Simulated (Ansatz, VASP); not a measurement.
**Two plane-wave programs on HfN**

```
Hf N
1.0
     0.00000    2.29289    2.29289
     2.29289    0.00000    2.29289
     2.29289    2.29289    0.00000
Hf N
1 1
Direct
  0.00000 0.00000 0.00000
  0.50000 0.50000 0.50000
```

Change from the starting cell: strain +0.015 along x and y, +0.015 along z, atoms carried along.

Alike in both runs: task single point; functional PBE; k mesh 18 × 18 × 18; occupations gaussian, width 0.15 eV; no spin polarisation.

|  | VASP | Ansatz |
| --- | --- | --- |
| version | VASP 6.6.1 | Ansatz 0.2.0 |
| potentials or method | VASP PAW PBE potentials, release 64 (Hf_pv, N), cutoff 520 eV | scalar-relativistic, plane waves, PAW |
| valence electrons in the cell | 15 | 31 |

VASP gave:

```
gap on the k mesh at the Fermi level (eV) : none
pressure (GPa)                            : -8.5
```

**Question.** What did Ansatz give for the same quantities?

**Answer.** gap on the k mesh at the Fermi level (eV): none; pressure (GPa): -6.2.

A gap of «none» marks a metal or a gap that the smearing closes. VASP's potentials hold 15 valence electrons a cell and Ansatz's 31, so a difference there can come from the potentials and not from the codes.

Spin-orbit coupling is off throughout.
